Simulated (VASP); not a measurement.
# Mg2Ge (Fm-3m) in VASP: electric field gradients with PBE

Aim: the electric field gradients of Mg2Ge with PBE.

Everything below comes from runs of VASP 6.6.1. Logs are shortened: lines on timing, memory, paths and dates and some standing lists are left out, and cuts for length are marked.

## Step 1: The cell of the first run

It takes space group Fm-3m (No. 225, cubic). The conventional cell has a = 6.378 Å, b = 6.378 Å, c = 6.378 Å, α = 90.00°, β = 90.00°, γ = 90.00°. Within 3.6 Å of Mg (site symmetry -43m) lie 4 Ge at 2.76 Å and 6 Mg at 3.19 Å. Ge (site symmetry m-3m) has 8 Mg at 2.76 Å within 3.6 Å.

## Step 2: Electric field gradients, PBE

INCAR reads:

```
SYSTEM = Mg2Ge
ALGO     = Normal         ! electronic algorithm
EDIFF    = 1E-8           ! SCF threshold, eV
ENCUT    = 520            ! plane-wave cutoff, eV
GGA      = PE             ! functional
GGA_COMPAT= .FALSE.      
ISIF     = 2              ! what is computed and relaxed
ISMEAR   = -1             ! smearing method
ISYM     = 0            
LASPH    = .TRUE.         ! aspherical terms in the spheres
LCHARG   = .FALSE.        ! write CHGCAR
LEFG     = .TRUE.       
LREAL    = .FALSE.        ! projectors in reciprocal space
LWAVE    = .FALSE.        ! write WAVECAR
NBANDS   = 16             ! bands
NELM     = 120            ! most SCF steps
PREC     = Accurate       ! precision mode
SIGMA    = 0.05           ! smearing width, eV
```

KPOINTS reads:

```
k-points
0
G
  10 10 10
  0 0 0
```

POSCAR reads:

```
Mg2Ge
1.0
    0.0000000000      3.1890000000      3.1890000000
    3.1890000000      0.0000000000      3.1890000000
    3.1890000000      3.1890000000      0.0000000000
Mg Ge
2 1
Direct
    0.2500000000      0.2500000000      0.2500000000
    0.7500000000      0.7500000000      0.7500000000
    0.0000000000      0.0000000000      0.0000000000
```

Potentials or basis: VASP PAW PBE potentials, release 64 (Mg, Ge_d).

Started as:

```console
$ cat potpaw_PBE.64/Mg/POTCAR potpaw_PBE.64/Ge_d/POTCAR > POTCAR
$ mpirun -np 1 vasp_std > vasp.out
```

OUTCAR:

```text
SYSTEM = Mg2Ge
   EDIFF = 1E-8
   ENCUT = 520
   GGA = PE
   ISIF = 2
   ISMEAR = -1
   ISYM = 0
   LASPH = .TRUE.
   LREAL = .FALSE.
   NELM = 120
   PREC = Accurate

 ion  position               nearest neighbor table
   1  0.250  0.250  0.250-   3 2.76   3 2.76   3 2.76   3 2.76   2 3.19   2 3.19   2 3.19   2 3.19
                             2 3.19   2 3.19
   2  0.750  0.750  0.750-   3 2.76   3 2.76   3 2.76   3 2.76   1 3.19   1 3.19   1 3.19   1 3.19
                             1 3.19   1 3.19
   3  0.000  0.000  0.000-   2 2.76   2 2.76   2 2.76   1 2.76   2 2.76   1 2.76   1 2.76   1 2.76

IMPORTANT INFORMATION: All symmetrisations will be switched off!
NOSYMM: (Re-)initialisation of all symmetry stuff for point group C_1.

----------------------------------------------------------------------------------------

                                     Primitive cell

  volume of cell :      64.8625

  direct lattice vectors                    reciprocal lattice vectors
     0.000000000  3.189000000  3.189000000    -0.156788962  0.156788962  0.156788962
     3.189000000  0.000000000  3.189000000     0.156788962 -0.156788962  0.156788962
     3.189000000  3.189000000  0.000000000     0.156788962  0.156788962 -0.156788962

  length of vectors
     4.509927050  4.509927050  4.509927050     0.271566448  0.271566448  0.271566448

  position of ions in fractional coordinates (direct lattice)
     0.250000000  0.250000000  0.250000000
     0.750000000  0.750000000  0.750000000
     0.000000000  0.000000000  0.000000000

  ion indices of the primitive-cell ions
   primitive index   ion index
                 1           1
                 2           2
                 3           3

----------------------------------------------------------------------------------------

 KPOINTS: k-points

Automatic generation of k-mesh.
 Grid dimensions read from file:
 generate k-points for:   10   10   10

 Generating k-lattice:

  Cartesian coordinates                     Fractional coordinates (reciprocal lattice)
    -0.015678896  0.015678896  0.015678896     0.100000000  0.000000000  0.000000000
     0.015678896 -0.015678896  0.015678896     0.000000000  0.100000000  0.000000000
     0.015678896  0.015678896 -0.015678896     0.000000000  0.000000000  0.100000000

  Length of vectors
     0.027156645  0.027156645  0.027156645

  Shift w.r.t. Gamma in fractional coordinates (k-lattice)
     0.000000000  0.000000000  0.000000000

 Subroutine IBZKPT returns following result:
 ===========================================

 Found    504 irreducible k-points:

 Following reciprocal coordinates:
            Coordinates               Weight
  0.000000  0.000000  0.000000      1.000000
  0.100000  0.000000  0.000000      2.000000
  0.000000  0.100000  0.000000      2.000000
  0.000000  0.000000  0.100000      2.000000
  0.100000  0.100000  0.100000      2.000000
  0.200000  0.000000  0.000000      2.000000
[... 16 lines left out ...]
  0.000000  0.100000  0.100000      2.000000
  0.100000  0.000000  0.100000      2.000000
 [... further k-points ...]
   k-points           NKPTS =    504   k-points in BZ     NKDIM =    504   number of bands    NBANDS=     16
   number of dos      NEDOS =    301   number of ions     NIONS =      3
   total plane-waves  NPLWV =  46656
   dimension x,y,z NGX =    36 NGY =   36 NGZ =   36
   dimension x,y,z NGXF=    72 NGYF=   72 NGZF=   72
   ions per type =               2   1
   NGX,Y,Z   is equivalent  to a cutoff of  13.27, 13.27, 13.27 a.u.
   NGXF,Y,Z  is equivalent  to a cutoff of  26.54, 26.54, 26.54 a.u.
 SYSTEM =  Mg2Ge
   PREC   = accura    normal or accurate (medium, high low for compatibility)
   ISTART =      0    job   : 0-new  1-cont  2-samecut
   ICHARG =      2    charge: 1-file 2-atom 10-const
   ISPIN  =      1    spin polarized calculation?
   LNONCOLLINEAR =      F non collinear calculations
   LSORBIT =      F    spin-orbit coupling
   LASPH  =      T    aspherical Exc in radial PAW
   ENCUT  =  520.0 eV  38.22 Ry    6.18 a.u.   8.39  8.39  8.39*2*pi/ulx,y,z
   NELM   =    120;   NELMIN=  2; NELMDL= -5     # of ELM steps
   EDIFF  = 0.1E-07   stopping-criterion for ELM
   LREAL  =      F    real-space projection
   EDIFFG = 0.1E-06   stopping-criterion for IOM
   NSW    =      0    number of steps for IOM
   IBRION =     -1    ionic relax: 0-MD 1-quasi-New 2-CG
   NFREE  =      0    steps in history (QN), initial steepest desc. (CG)
   ISIF   =      2    stress and relaxation
   ISYM   =      0    0-nonsym 1-usesym 2-fastsym
   POTIM  = 0.5000    time-step for ionic-motion
   TEBEG  =    0.0;   TEEND  =   0.0 temperature during run
   PSTRESS=    0.0 pullay stress
   NELECT =      18.0000    total number of electrons
   NUPDOWN=      -1.0000    fix difference up-down
   EMIN   =  10.00;   EMAX   =-10.00  energy-range for DOS
   EFERMI =   0.00;   METHOD = LEGACY
   ISMEAR =    -1;   SIGMA  =   0.05  broadening in eV -4-tet -1-fermi 0-gaus
   EFERMI_NEDOS =   21; number of points for ismear=-14 and -15
   IALGO  =     38    algorithm
   IMIX   =      4    mixing-type and parameters
     AMIX     =   0.40;   BMIX     =  1.00
     AMIX_MAG =   1.60;   BMIX_MAG =  1.00
  volume/ion in A,a.u.               =      21.62       145.90
  Fermi-wavevector in a.u.,A,eV,Ry     =   1.067828  2.017902 15.514122  1.140256
  Thomas-Fermi vector in A             =   2.203456
   LORBIT       =      0    0 simple, 1 ext, 2 COOP (PROOUT), +10 PAW based schemes
   GGA     = PE    functional components
   LHFCALC =     F    Hartree Fock is set to
   AEXX    =    0.0000 exact exchange contribution
   IVDW    =     0    specifies the selected vdW correction
   LEPSILON=     F    determine dielectric tensor
   LRPA    =     F    only Hartree local field effects (RPA)
 non-spin polarized calculation
  energy-cutoff  :      520.00
  volume of cell :       64.86
 maximum number of plane-waves:      1807
 NGX is ok and might be reduce to    36
   NGX = 17   NGY = 17   NGZ = 17

 number of electron      18.0000009 magnetization

 Free energy of the ion-electron system (eV)
  ---------------------------------------------------
  ext. energy  EPLUGINS =         0.00000000
  ---------------------------------------------------
  free energy    TOTEN  =        -8.35863377 eV

  energy without entropy =       -8.35796899  energy(sigma->0) =       -8.35830138

 E-fermi :   3.6438     XC(G=0):  -9.0929

 val. band max:        3.5398609976   @ k =   0.0000   0.0000   0.0000
 cond. band min:       3.6857514721   @ k =   0.5000   0.5000   0.0000
 fundamental gap:      0.1458904744
 Fermi energy:         3.6437959889

 k-point     1 :       0.0000    0.0000    0.0000
  band No.  band energies     occupation
      1     -20.1552      2.00000
      2     -20.1552      2.00000
      3     -20.1552      2.00000
      4     -20.1370      2.00000
      5     -20.1370      2.00000
      6      -6.2176      2.00000
[... 8 lines left out ...]
     15       9.6529      0.00000
     16       9.7080      0.00000

 k-point     2 :       0.1000    0.0000    0.0000
  band No.  band energies     occupation
      1     -20.1552      2.00000
      2     -20.1551      2.00000
      3     -20.1551      2.00000
      4     -20.1370      2.00000
      5     -20.1370      2.00000
      6      -6.1341      2.00000
[... 8 lines left out ...]
     15       9.0205      0.00000
     16      10.0829      0.00000

 k-point     3 :       0.0000    0.1000    0.0000
  band No.  band energies     occupation
      1     -20.1552      2.00000
      2     -20.1551      2.00000
      3     -20.1551      2.00000
      4     -20.1370      2.00000
      5     -20.1370      2.00000
      6      -6.1341      2.00000
[... 8 lines left out ...]
     15       9.0205      0.00000
     16      10.0829      0.00000
[... 362 lines left out ...]
 k-point    23 :       0.0000    0.1000    0.1000
  band No.  band energies     occupation
      1     -20.1553      2.00000
      2     -20.1550      2.00000
      3     -20.1550      2.00000
      4     -20.1371      2.00000
      5     -20.1369      2.00000
      6      -6.1062      2.00000
[... 8 lines left out ...]
     15       9.7913      0.00000
     16      10.3419      0.00000

 k-point    24 :       0.1000    0.0000    0.1000
  band No.  band energies     occupation
      1     -20.1553      2.00000
      2     -20.1550      2.00000
      3     -20.1550      2.00000
      4     -20.1371      2.00000
      5     -20.1369      2.00000
      6      -6.1062      2.00000
[... 8 lines left out ...]
     15       9.7913      0.00000
     16      10.3419      0.00000

 [... further k-points ...]

------------------------ aborting loop because EDIFF is reached ----------------------------------------

  FORCE on cell =-STRESS in cart. coord.  units (eV):
  Direction    XX          YY          ZZ          XY          YZ          ZX
  --------------------------------------------------------------------------------------
  -------------------------------------------------------------------------------------
  Total        0.3695815      0.3695815      0.3695819      0.0000148      0.0000146      0.0000147
  in kB        9.1290841      9.1290850      9.1290952      0.0003667      0.0003610      0.0003622
  external PRESSURE =       9.1290881 kB  Pullay stress =       0.0000000 kB

 VOLUME and BASIS-vectors are now :
 -----------------------------------------------------------------------------
  energy-cutoff  :      520.00
  volume of cell :       64.86
      direct lattice vectors                 reciprocal lattice vectors
     0.000000000  3.189000000  3.189000000    -0.156788962  0.156788962  0.156788962
     3.189000000  0.000000000  3.189000000     0.156788962 -0.156788962  0.156788962
     3.189000000  3.189000000  0.000000000     0.156788962  0.156788962 -0.156788962

 POSITION                                       TOTAL-FORCE (eV/Angst)
 -----------------------------------------------------------------------------------
      1.59450      1.59450      1.59450         0.000000      0.000000      0.000000
      4.78350      4.78350      4.78350        -0.000000     -0.000000     -0.000000
      0.00000      0.00000      0.00000         0.000000      0.000000     -0.000000
 -----------------------------------------------------------------------------------
    total drift:                                0.000000      0.000000     -0.000000

  FREE ENERGIE OF THE ION-ELECTRON SYSTEM (eV)
  ---------------------------------------------------
  free  energy   TOTEN  =        -8.3586337719 eV

  energy  without entropy=       -8.3579689931  energy(sigma->0) =       -8.35830138

 Electric field gradients (V/A^2)
---------------------------------------------------------------------
 ion       V_xx      V_yy      V_zz      V_xy      V_xz      V_yz
---------------------------------------------------------------------
   1      -0.000     0.000    -0.000    -0.000    -0.000    -0.000
   2      -0.000    -0.000     0.000    -0.000    -0.000    -0.000
   3      -0.000     0.000     0.000    -0.003    -0.003    -0.003
---------------------------------------------------------------------

 Electric field gradients after diagonalization (V/A^2)
 (convention: |V_zz| > |V_xx| > |V_yy|)
----------------------------------------------------------------------
 ion       V_xx      V_yy      V_zz     asymmetry (V_yy - V_xx)/ V_zz
----------------------------------------------------------------------
   1       0.000     0.000    -0.000       0.004
   2       0.000     0.000    -0.000       0.007
   3       0.003     0.003    -0.007       0.000
----------------------------------------------------------------------

           NMR quadrupolar parameters

 Cq : quadrupolar parameter    Cq=e*Q*V_zz/h
 eta: asymmetry parameters     (V_yy - V_xx)/ V_zz
 Q  : nuclear electric quadrupole moment in mb (millibarn)
----------------------------------------------------------------------
 ion       Cq(MHz)       eta       Q (mb)
----------------------------------------------------------------------
   1      -0.000       0.004       1.000
   2      -0.000       0.007       1.000
   3      -0.000       0.000       1.000
----------------------------------------------------------------------
```

Run time: 18 min. Hardware: 1 thread of Intel Xeon 8259CL, shared host; peak memory 0.62 GiB.

What came out:

```yaml
Free_energy: -8.3586 eV
Pressure: 0.9 GPa
Band_gap_on_the_k_mesh: 0.15 eV (least direct gap 1.06 eV)
Largest_electric_field_gradient_by_atom: zero within the noise of the run
```

Levels at points of the mesh, in eV from the valence-band top:
| k point | band 7 | band 8 | band 9 | band 10 | band 11 | band 12 |
| --- | --- | --- | --- | --- | --- | --- |
| (0.00, 0.00, 0.00) | 0.00 | 0.00 | 0.00 | 1.06 | 2.83 | 2.83 |
| (0.50, 0.00, 0.00) | -4.86 | -0.74 | -0.74 | 1.02 | 2.77 | 2.77 |
| (0.00, 0.50, 0.00) | -4.86 | -0.74 | -0.74 | 1.02 | 2.77 | 2.77 |
| (0.00, 0.00, 0.50) | -4.86 | -0.74 | -0.74 | 1.02 | 2.77 | 2.77 |
| (0.50, 0.50, 0.50) | -4.86 | -0.74 | -0.74 | 1.02 | 2.77 | 2.77 |
| (0.50, 0.50, 0.00) | -4.53 | -2.01 | -2.01 | 0.15 | 0.56 | 7.92 |
| (0.00, 0.50, 0.50) | -4.53 | -2.01 | -2.01 | 0.15 | 0.56 | 7.92 |
| (0.50, 0.00, 0.50) | -4.53 | -2.01 | -2.01 | 0.15 | 0.56 | 7.92 |

A k mesh can miss the band edges.
